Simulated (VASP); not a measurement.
# InP (Fm-3m) in VASP: a series of runs

The runs below take InP through single point, relaxation of cell and atoms, with PBE.

Program: VASP 6.6.1. These are calculated values, not measurements. Logs are shortened: lines on timing, memory, paths and dates and some standing lists are left out, and cuts for length are marked.

## 1. The cell of the first run

Symmetry: Fm-3m, No. 225, cubic system. Conventional cell: a = 5.540 Å, b = 5.540 Å, c = 5.540 Å, α = 90.00°, β = 90.00°, γ = 90.00°. Within 3.7 Å of In (site symmetry m-3m) lie 6 P at 2.77 Å. Within 3.7 Å of P (site symmetry m-3m) lie 6 In at 2.77 Å.

## 2. Single point, PBE

File INCAR:

```
SYSTEM = InP
PREC = Accurate
ENCUT = 520
EDIFF = 1E-7
ISMEAR = 0
SIGMA = 0.1
LREAL = .FALSE.
LASPH = .TRUE.
NELM = 60
ALGO = Normal
ISIF = 2
LWAVE = .FALSE.
LCHARG = .TRUE.
GGA = PE
LELF = .TRUE.
LVHAR = .TRUE.
ISYM = 0
NBANDS = 16
```

File KPOINTS:

```
regular mesh
0
G
  9 9 12
  0 0 0
```

File POSCAR:

```
InP
1.0
    3.9175984288      0.0000000000      0.0000000000
    0.0000000000      3.9175984288      0.0000000000
    1.9587992144      1.9587992144      2.7701604149
In P
1 1
Direct
    0.0000000000      0.0000000000      0.0000000000
    0.5000000000      0.5000000000      0.0000000000
```

Potentials or basis: VASP PAW PBE potentials, release 64 (In_d, P).

The run is started by

```sh
> cat potpaw_PBE.64/In_d/POTCAR potpaw_PBE.64/P/POTCAR > POTCAR
> mpirun -np 1 vasp_std > vasp.out
```

OUTCAR:

```text
SYSTEM = InP
   PREC = Accurate
   ENCUT = 520
   EDIFF = 1E-7
   ISMEAR = 0
   LREAL = .FALSE.
   LASPH = .TRUE.
   NELM = 60
   ISIF = 2
   GGA = PE
   ISYM = 0

 ion  position               nearest neighbor table
   1  0.000  0.000  0.000-   2 2.77   2 2.77   2 2.77   2 2.77   2 2.77   2 2.77
   2  0.500  0.500  0.000-   1 2.77   1 2.77   1 2.77   1 2.77   1 2.77   1 2.77

IMPORTANT INFORMATION: All symmetrisations will be switched off!
NOSYMM: (Re-)initialisation of all symmetry stuff for point group C_1.

----------------------------------------------------------------------------------------

                                     Primitive cell

  volume of cell :      42.5153

  direct lattice vectors                    reciprocal lattice vectors
     3.917598429  0.000000000  0.000000000     0.255258424  0.000000000 -0.180494962
     0.000000000  3.917598429  0.000000000     0.000000000  0.255258424 -0.180494962
     1.958799214  1.958799214  2.770160415     0.000000000  0.000000000  0.360989925

  length of vectors
     3.917598429  3.917598429  3.917598429     0.312626445  0.312626445  0.360989925

  position of ions in fractional coordinates (direct lattice)
     0.000000000  0.000000000  0.000000000
     0.500000000  0.500000000  0.000000000

  ion indices of the primitive-cell ions
   primitive index   ion index
                 1           1
                 2           2

----------------------------------------------------------------------------------------

 KPOINTS: regular mesh

Automatic generation of k-mesh.
 Grid dimensions read from file:
 generate k-points for:    9    9   12

 Generating k-lattice:

  Cartesian coordinates                     Fractional coordinates (reciprocal lattice)
     0.028362047  0.000000000 -0.020054996     0.111111111  0.000000000 -0.000000000
     0.000000000  0.028362047 -0.020054996     0.000000000  0.111111111 -0.000000000
     0.000000000  0.000000000  0.030082494     0.000000000  0.000000000  0.083333333

  Length of vectors
     0.034736272  0.034736272  0.030082494

  Shift w.r.t. Gamma in fractional coordinates (k-lattice)
     0.000000000  0.000000000  0.000000000

 -----------------------------------------------------------------------------
|                                                                             |
|           W    W    AA    RRRRR   N    N  II  N    N   GGGG   !!!           |
|           W    W   A  A   R    R  NN   N  II  NN   N  G    G  !!!           |
|           W    W  A    A  R    R  N N  N  II  N N  N  G       !!!           |
|           W WW W  AAAAAA  RRRRR   N  N N  II  N  N N  G  GGG   !            |
|           WW  WW  A    A  R   R   N   NN  II  N   NN  G    G                |
|           W    W  A    A  R    R  N    N  II  N    N   GGGG   !!!           |
|                                                                             |
|     Your reciprocal lattice and k-lattice belong to different lattice       |
|     classes:                                                                |
|                                                                             |
|        The reciprocal lattice is body-centered cubic,                       |
|        whereas your k-lattice is base-centered monoclinic.                  |
|                                                                             |
|     Results are often still useful ...                                      |
|                                                                             |
 -----------------------------------------------------------------------------

 WARNING: IBZKPT: internal override: KBLOWUP is changed to .FALSE.
      ... skipping the blow-up phase ...

 Subroutine IBZKPT returns following result:
 ===========================================

 Found    487 irreducible k-points:

 Following reciprocal coordinates:
            Coordinates               Weight
  0.000000  0.000000  0.000000      1.000000
  0.111111  0.000000  0.000000      2.000000
  0.222222  0.000000  0.000000      2.000000
  0.333333  0.000000  0.000000      2.000000
  0.444444  0.000000  0.000000      2.000000
  0.000000  0.111111  0.000000      2.000000
[... 16 lines left out ...]
 -0.111111  0.222222  0.000000      2.000000
  0.000000  0.333333  0.000000      2.000000
 [... further k-points ...]
   k-points           NKPTS =    487   k-points in BZ     NKDIM =    487   number of bands    NBANDS=     16
   number of dos      NEDOS =    301   number of ions     NIONS =      2
   total plane-waves  NPLWV =  27000
   dimension x,y,z NGX =    30 NGY =   30 NGZ =   30
   dimension x,y,z NGXF=    60 NGYF=   60 NGZF=   60
   ions per type =               1   1
   NGX,Y,Z   is equivalent  to a cutoff of  12.73, 12.73, 12.73 a.u.
   NGXF,Y,Z  is equivalent  to a cutoff of  25.46, 25.46, 25.46 a.u.
 SYSTEM =  InP
   PREC   = accura    normal or accurate (medium, high low for compatibility)
   ISTART =      0    job   : 0-new  1-cont  2-samecut
   ICHARG =      2    charge: 1-file 2-atom 10-const
   ISPIN  =      1    spin polarized calculation?
   LNONCOLLINEAR =      F non collinear calculations
   LSORBIT =      F    spin-orbit coupling
   LASPH  =      T    aspherical Exc in radial PAW
   ENCUT  =  520.0 eV  38.22 Ry    6.18 a.u.   7.28  7.28  7.28*2*pi/ulx,y,z
   NELM   =     60;   NELMIN=  2; NELMDL= -5     # of ELM steps
   EDIFF  = 0.1E-06   stopping-criterion for ELM
   LREAL  =      F    real-space projection
   EDIFFG = 0.1E-05   stopping-criterion for IOM
   NSW    =      0    number of steps for IOM
   IBRION =     -1    ionic relax: 0-MD 1-quasi-New 2-CG
   NFREE  =      0    steps in history (QN), initial steepest desc. (CG)
   ISIF   =      2    stress and relaxation
   ISYM   =      0    0-nonsym 1-usesym 2-fastsym
   POTIM  = 0.5000    time-step for ionic-motion
   TEBEG  =    0.0;   TEEND  =   0.0 temperature during run
   PSTRESS=    0.0 pullay stress
   NELECT =      18.0000    total number of electrons
   NUPDOWN=      -1.0000    fix difference up-down
   EMIN   =  10.00;   EMAX   =-10.00  energy-range for DOS
   EFERMI =   0.00;   METHOD = LEGACY
   ISMEAR =     0;   SIGMA  =   0.10  broadening in eV -4-tet -1-fermi 0-gaus
   EFERMI_NEDOS =   21; number of points for ismear=-14 and -15
   IALGO  =     38    algorithm
   IMIX   =      4    mixing-type and parameters
     AMIX     =   0.40;   BMIX     =  1.00
     AMIX_MAG =   1.60;   BMIX_MAG =  1.00
  volume/ion in A,a.u.               =      21.26       143.45
  Fermi-wavevector in a.u.,A,eV,Ry     =   1.229280  2.323002 20.560156  1.511129
  Thomas-Fermi vector in A             =   2.364173
   LORBIT       =      0    0 simple, 1 ext, 2 COOP (PROOUT), +10 PAW based schemes
   GGA     = PE    functional components
   LHFCALC =     F    Hartree Fock is set to
   AEXX    =    0.0000 exact exchange contribution
   IVDW    =     0    specifies the selected vdW correction
   LEPSILON=     F    determine dielectric tensor
   LRPA    =     F    only Hartree local field effects (RPA)
 non-spin polarized calculation
 Gauss-broadening in eV      SIGMA  =   0.10
  energy-cutoff  :      520.00
  volume of cell :       42.52
 maximum number of plane-waves:      1163
 NGX is ok and might be reduce to    30
   NGX = 15   NGY = 15   NGZ = 15

 number of electron      18.0000009 magnetization

 Free energy of the ion-electron system (eV)
  ---------------------------------------------------
  ext. energy  EPLUGINS =         0.00000000
  ---------------------------------------------------
  free energy    TOTEN  =        -7.92012260 eV

  energy without entropy =       -7.91445469  energy(sigma->0) =       -7.91728864

 E-fermi :   7.0217     XC(G=0): -10.3899

 val. band max:        7.0133889371   @ k =  -0.2222   0.0000   0.3333
 cond. band min:       7.0280305241   @ k =   0.2222   0.0000   0.1667
 fundamental gap:      0.0146415870
 Fermi energy:         7.0216646616

 k-point     1 :       0.0000    0.0000    0.0000
  band No.  band energies     occupation
      1      -7.1933      2.00000
      2      -7.1916      2.00000
      3      -7.1731      2.00000
      4      -7.1727      2.00000
      5      -7.1722      2.00000
      6      -4.9814      2.00000
[... 8 lines left out ...]
     15      15.4895      0.00000
     16      15.4900      0.00000

 k-point     2 :       0.1111    0.0000    0.0000
  band No.  band energies     occupation
      1      -7.1991      2.00000
      2      -7.1976      2.00000
      3      -7.1729      2.00000
      4      -7.1649      2.00000
      5      -7.1643      2.00000
      6      -4.8283      2.00000
[... 8 lines left out ...]
     15      14.7993      0.00000
     16      15.4149      0.00000

 k-point     3 :       0.2222    0.0000    0.0000
  band No.  band energies     occupation
      1      -7.2172      2.00000
      2      -7.2158      2.00000
      3      -7.1751      2.00000
      4      -7.1408      2.00000
      5      -7.1403      2.00000
      6      -4.3812      2.00000
[... 8 lines left out ...]
     15      15.4617      0.00000
     16      15.4634      0.00000

 k-point     4 :       0.3333    0.0000    0.0000
  band No.  band energies     occupation
      1      -7.2386      2.00000
      2      -7.2372      2.00000
      3      -7.1792      2.00000
      4      -7.1123      2.00000
      5      -7.1119      2.00000
      6      -3.7028      2.00000
[... 8 lines left out ...]
     15      16.6846      0.00000
     16      16.6860      0.00000

 k-point     5 :       0.4444    0.0000    0.0000
  band No.  band energies     occupation
      1      -7.2526      2.00000
      2      -7.2513      2.00000
      3      -7.1827      2.00000
      4      -7.0935      2.00000
      5      -7.0932      2.00000
      6      -3.0370      2.00000
[... 8 lines left out ...]
     15      18.0107      0.00000
     16      18.0117      0.00000

 k-point     6 :       0.0000    0.1111    0.0000
  band No.  band energies     occupation
      1      -7.1991      2.00000
      2      -7.1976      2.00000
      3      -7.1729      2.00000
      4      -7.1649      2.00000
      5      -7.1643      2.00000
      6      -4.8283      2.00000
[... 8 lines left out ...]
     15      14.7993      0.00000
     16      15.4149      0.00000

 k-point     7 :       0.1111    0.1111    0.0000
  band No.  band energies     occupation
      1      -7.2118      2.00000
      2      -7.2055      2.00000
      3      -7.1745      2.00000
      4      -7.1584      2.00000
      5      -7.1457      2.00000
      6      -4.5722      2.00000
[... 8 lines left out ...]
     15      16.0529      0.00000
     16      16.2979      0.00000

 k-point     8 :       0.2222    0.1111    0.0000
  band No.  band energies     occupation
      1      -7.2294      2.00000
      2      -7.2286      2.00000
      3      -7.1736      2.00000
      4      -7.1374      2.00000
      5      -7.1238      2.00000
      6      -4.0318      2.00000
[... 8 lines left out ...]
     15      16.2242      0.00000
     16      17.4364      0.00000

 k-point     9 :       0.3333    0.1111    0.0000
  band No.  band energies     occupation
      1      -7.2574      2.00000
      2      -7.2421      2.00000
      3      -7.1738      2.00000
      4      -7.1105      2.00000
      5      -7.1069      2.00000
      6      -3.3109      2.00000
[... 8 lines left out ...]
     15      16.4463      0.00000
     16      18.8781      0.00000
[... 172 lines left out ...]
 k-point    19 :       0.4444    0.2222    0.0000
  band No.  band energies     occupation
      1      -7.3470      2.00000
      2      -7.2148      2.00000
      3      -7.1675      2.00000
      4      -7.1161      2.00000
      5      -7.0847      2.00000
      6      -2.3960      2.00000
[... 8 lines left out ...]
     15      18.1156      0.00000
     16      19.1165      0.00000

 k-point    20 :      -0.4444    0.2222   -0.0000
  band No.  band energies     occupation
      1      -7.3570      2.00000
      2      -7.1956      2.00000
      3      -7.1866      2.00000
      4      -7.1093      2.00000
      5      -7.0849      2.00000
      6      -2.8687      2.00000
[... 8 lines left out ...]
     15      19.0091      0.00000
     16      19.6483      0.00000

 k-point    21 :      -0.3333    0.2222    0.0000
  band No.  band energies     occupation
      1      -7.3368      2.00000
      2      -7.1973      2.00000
      3      -7.1774      2.00000
      4      -7.1135      2.00000
      5      -7.1039      2.00000
      6      -3.5733      2.00000
[... 8 lines left out ...]
     15      18.0912      0.00000
     16      18.7896      0.00000

 k-point    22 :      -0.2222    0.2222    0.0000
  band No.  band energies     occupation
      1      -7.2915      2.00000
      2      -7.1945      2.00000
      3      -7.1724      2.00000
      4      -7.1291      2.00000
      5      -7.1288      2.00000
      6      -4.1283      2.00000
[... 8 lines left out ...]
     15      17.5805      0.00000
     16      18.3910      0.00000

 k-point    23 :      -0.1111    0.2222    0.0000
  band No.  band energies     occupation
      1      -7.2407      2.00000
      2      -7.1926      2.00000
      3      -7.1811      2.00000
      4      -7.1464      2.00000
      5      -7.1385      2.00000
      6      -4.4123      2.00000
[... 8 lines left out ...]
     15      16.4149      0.00000
     16      16.6189      0.00000

 k-point    24 :       0.0000    0.3333    0.0000
  band No.  band energies     occupation
      1      -7.2386      2.00000
      2      -7.2372      2.00000
      3      -7.1792      2.00000
      4      -7.1123      2.00000
      5      -7.1119      2.00000
      6      -3.7028      2.00000
[... 8 lines left out ...]
     15      16.6846      0.00000
     16      16.6860      0.00000

 [... further k-points ...]

------------------------ aborting loop because EDIFF is reached ----------------------------------------

  FORCE on cell =-STRESS in cart. coord.  units (eV):
  Direction    XX          YY          ZZ          XY          YZ          ZX
  --------------------------------------------------------------------------------------
  -------------------------------------------------------------------------------------
  Total       -0.0353486     -0.0353489      0.0248220      0.0014954     -0.0113620     -0.0113625
  in kB       -1.3321050     -1.3321143      0.9354125      0.0563525     -0.4281761     -0.4281929
  external PRESSURE =      -0.5762689 kB  Pullay stress =       0.0000000 kB

 VOLUME and BASIS-vectors are now :
 -----------------------------------------------------------------------------
  energy-cutoff  :      520.00
  volume of cell :       42.52
      direct lattice vectors                 reciprocal lattice vectors
     3.917598429  0.000000000  0.000000000     0.255258424  0.000000000 -0.180494962
     0.000000000  3.917598429  0.000000000     0.000000000  0.255258424 -0.180494962
     1.958799214  1.958799214  2.770160415     0.000000000  0.000000000  0.360989925

 POSITION                                       TOTAL-FORCE (eV/Angst)
 -----------------------------------------------------------------------------------
      0.00000      0.00000      0.00000         0.000000     -0.000000     -0.000000
      1.95880      1.95880      0.00000        -0.000000      0.000000      0.000000
 -----------------------------------------------------------------------------------
    total drift:                                0.000000     -0.000001     -0.000001

  FREE ENERGIE OF THE ION-ELECTRON SYSTEM (eV)
  ---------------------------------------------------
  free  energy   TOTEN  =        -7.9201225984 eV

  energy  without entropy=       -7.9144546861  energy(sigma->0) =       -7.91728864
```

Run time: 6.1 min. Hardware: 1 thread of Intel Xeon Platinum 8488C (Sapphire Rapids), shared host; peak memory 0.43 GiB.

What came out:

| Item | Value |
| --- | --- |
| Free energy | -7.9201 eV |
| Pressure | -0.1 GPa |
| Band gap on the k mesh | zero (bands 9 and 10 overlap by 2.63 eV) |

Levels at points of the mesh, in eV from the Fermi level:
```csv
k point,band 7,band 8,band 9,band 10,band 11,band 12
"(0.00, 0.00, 0.00)",-0.29,-0.28,-0.28,0.51,7.10,7.10
"(0.00, 0.00, 0.50)",-4.93,-2.50,-2.33,-2.33,3.84,9.85
```

Caveat: spin-orbit coupling is left out, which moves the levels of the heavy elements.

## 3. Relaxation of cell and atoms, PBE

File INCAR:

```
SYSTEM = InP
PREC = Accurate ; ENCUT = 600
EDIFF = 1E-7 ; ISMEAR = 0
SIGMA = 0.1 ; LREAL = .False.
LASPH = .True. ; NELM = 80
ALGO = Normal ; ISIF = 3
LWAVE = .False. ; LCHARG = .False.
GGA = PE ; IBRION = 2
NSW = 100 ; EDIFFG = -0.005
```

File KPOINTS:

```
Automatic mesh
0
Gamma
  14 14 14
  0 0 0
```

File POSCAR:

```
InP
1.0
    0.0000000000      2.7684979520      2.7684979520
    2.7684979520      0.0000000000      2.7684979520
    2.7684979520      2.7684979520      0.0000000000
In P
1 1
Direct
    0.0000000000      0.0000000000      0.0000000000
    0.5000000000      0.5000000000      0.5000000000
```

Potentials or basis: VASP PAW PBE potentials, release 64 (In_d, P).

The run is started by

```sh
> cat potpaw_PBE.64/In_d/POTCAR potpaw_PBE.64/P/POTCAR > POTCAR
> mpirun -np 1 vasp_std > vasp.out
```

Wall time 93 s (1 thread of AMD EPYC 7R13 (Zen 3), shared host); peak memory 0.21 GiB.

The run converged. Its results:

- Free energy: -7.9181 eV
- Relaxed volume: 21.26 Å³/atom
- Relaxed cell: a = 3.918 Å, b = 3.918 Å, c = 3.918 Å, α = 60.00°, β = 60.00°, γ = 60.00°
- Space group after relaxing (to 0.1 Å): Fm-3m (No. 225)
- Energy gained by relaxing: 0.0 meV/atom
- Ionic steps: 3
- Pressure after relaxing: 0.0 GPa
- Band gap on the k mesh: zero (bands 9 and 10 overlap by 2.63 eV)

Final structure:
```
CELL_PARAMETERS angstrom
0.00000 2.77022 2.77022
2.77022 0.00000 2.77022
2.77022 2.77022 0.00000
ATOMIC_POSITIONS crystal
In 0.00000 0.00000 0.00000
P 0.50000 0.50000 0.50000
```

Levels at points of the mesh, in eV from the Fermi level:
```tsv
k point	band 5	band 6	band 7	band 8	band 9	band 10	band 11	band 12	band 13
(0.00, 0.00, 0.00)	-14.15	-11.96	-0.25	-0.25	-0.25	0.55	7.14	7.14	7.14
(0.50, 0.00, 0.00)	-14.07	-9.90	-6.58	0.18	0.18	2.53	3.45	3.45	5.22
(0.50, 0.50, 0.00)	-14.04	-8.80	-4.90	-2.46	-2.29	-2.29	3.88	9.89	9.89
```

Caveat: spin-orbit coupling is left out, which moves the levels of the heavy elements.

## 4. Single point, PBE

This run uses another cell than the first one, of 20.51 Å³/atom.

File INCAR:

```
SYSTEM = InP
  ALGO = Normal
  EDIFF = 1E-7
  ENCUT = 520
  GGA = PE
  ISIF = 2
  ISMEAR = -1
  LASPH = .TRUE.
  LCHARG = .TRUE.
  LELF = .TRUE.
  LREAL = .FALSE.
  LVHAR = .TRUE.
  LWAVE = .FALSE.
  NBANDS = 16
  NELM = 100
  PREC = Accurate
  SIGMA = 0.15
```

File KPOINTS:

```
k-points
0
G
  14 14 14
  0 0 0
```

File POSCAR:

```
InP
1.0
    0.0000000000      2.7375154105      2.7375154105
    2.7375154105      0.0000000000      2.7375154105
    2.7375154105      2.7375154105      0.0000000000
In P
1 1
Direct
    0.0000000000      0.0000000000      0.0000000000
    0.5000000000      0.5000000000      0.5000000000
```

The run is started by

```sh
> cat potpaw_PBE.64/In_d/POTCAR potpaw_PBE.64/P/POTCAR > POTCAR
> mpirun -np 1 vasp_std > vasp.out
```

Run time: 2.2 min. Hardware: 1 thread of Intel Xeon 8259CL, shared host; peak memory 0.21 GiB.

Results (log left out):

```
Free energy            : -7.9400 eV
Pressure               : 3.0 GPa
Band gap on the k mesh : zero (bands 9 and 10 overlap by 2.76 eV)
```

Levels at points of the mesh, in eV from the Fermi level:
| k point | band 7 | band 8 | band 9 | band 10 | band 11 | band 12 |
| --- | --- | --- | --- | --- | --- | --- |
| (0.00, 0.00, 0.00) | -0.34 | -0.34 | -0.34 | 0.78 | 7.08 | 7.08 |
| (0.50, 0.00, 0.00) | -6.84 | 0.12 | 0.12 | 2.48 | 3.37 | 3.37 |
| (0.50, 0.50, 0.00) | -5.19 | -2.49 | -2.48 | -2.48 | 3.74 | 10.14 |

Caveat: spin-orbit coupling is left out, which moves the levels of the heavy elements.

(Continued in part 2 of 2.)

The gap in the log of VASP goes by the Fermi energy; the results here count the filled bands.